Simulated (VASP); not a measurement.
**Cs: single point with PBEsol**

Cs:

```
Cs
1.0
     5.45634    0.00000    0.00000
    -2.72817    4.72533    0.00000
     0.00000    0.00000   17.82042
Cs
4
Direct
  0.00000 0.00000 0.00000
  0.00000 0.00000 0.50000
  0.33333 0.66667 0.25000
  0.66667 0.33333 0.75000
```

This isn't the form of Cs at room conditions, which is bcc.

```
Program                : VASP 6.6.1
Task                   : single point
Functional             : PBEsol
Potentials or basis    : VASP PAW PBE potentials, release 64 (Cs_sv)
Cutoff                 : 520 eV
k mesh                 : 8 × 8 × 2
Occupations            : fermi-dirac, width 0.1 eV
Spin                   : no spin polarisation
Dipole correction      : no
Further INCAR settings : ALGO = Normal; EDIFF = 1e-07; NBANDS = 26
```

| Quantity | Value |
| --- | --- |
| Pressure | -0.1 GPa |
| Band gap on the k mesh | zero (bands 18 and 19 overlap by 1.56 eV) |

Levels at points of the mesh, in eV from the Fermi level:
| k point | band 15 | band 16 | band 17 | band 18 | band 19 | band 20 | band 21 | band 22 |
| --- | --- | --- | --- | --- | --- | --- | --- | --- |
| (0.00, 0.00, 0.00) | -10.55 | -10.55 | -1.67 | -1.06 | -1.06 | -0.02 | 0.78 | 1.64 |
| (0.50, 0.00, 0.00) | -10.57 | -10.56 | -0.01 | 0.18 | 0.22 | 0.32 | 0.79 | 0.93 |
| (0.00, 0.00, 0.50) | -10.55 | -10.55 | -1.51 | -1.51 | -0.44 | -0.44 | 1.12 | 1.12 |
| (0.50, 0.00, 0.50) | -10.57 | -10.57 | 0.06 | 0.06 | 0.29 | 0.29 | 0.83 | 0.83 |

Run time: 6.3 min on 1 thread of Intel Xeon 8259CL, on a shared host, peak memory 0.61 GiB.

Caveat: the PAW data sets were made with another functional, which shifts forces and pressure a little; spin-orbit coupling is left out, which moves the levels of the heavy elements.
